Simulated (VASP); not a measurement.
Write the native input for VASP 6.6.1 that does the following.

- Task: single point
- Functional: LDA
- Potentials or basis: VASP PAW LDA potentials, release 64 (Ta_sv_GW, N_h)
- Cutoff: 1330 eV
- k mesh: 8 × 8 × 8
- Occupations: gaussian, width 0.1 eV
- Spin: no spin polarisation
- Dipole correction: no
- Further INCAR settings: ALGO = Normal; EDIFF = 1e-06; NBANDS = 16

The structure of TaN lies in POSCAR:

```
TaN
1.0
    0.0000000000      2.1790000000      2.1790000000
    2.1790000000      0.0000000000      2.1790000000
    2.1790000000      2.1790000000      0.0000000000
Ta N
1 1
Direct
    0.5000000000      0.5000000000      0.5000000000
    0.0000000000      0.0000000000      0.0000000000
```

The input as run:

INCAR

```
SYSTEM = TaN
ALGO = Normal ; EDIFF = 1E-6
ENCUT = 1330 ; GGA = CA
GGA_COMPAT = .FALSE. ; ISIF = 2
ISMEAR = 0 ; LASPH = .TRUE.
LCHARG = .TRUE. ; LELF = .TRUE.
LREAL = .FALSE. ; LVHAR = .TRUE.
LWAVE = .FALSE. ; NBANDS = 16
NELM = 120 ; PREC = Accurate
SIGMA = 0.1
```

KPOINTS

```
k-points
0
G
  8 8 8
  0 0 0
```

Potentials or basis: VASP PAW LDA potentials, release 64 (Ta_sv_GW, N_h).

Launch:

```bash
$ cat potpaw_LDA.64/Ta_sv_GW/POTCAR potpaw_LDA.64/N_h/POTCAR > POTCAR
$ mpirun -np 1 vasp_std > vasp.out
```

It gave:

```json
{
  "Pressure": "-1.2 GPa",
  "Band gap on the k mesh": "zero (bands 9 and 10 overlap by 4.17 eV)"
}
```

Caveat: spin-orbit coupling is left out, which moves the levels of the heavy elements.

Run time: 26 s on 1 thread of AMD EPYC 9R45 96-Core Processor (Zen 5), on a shared host, peak memory 0.22 GiB.
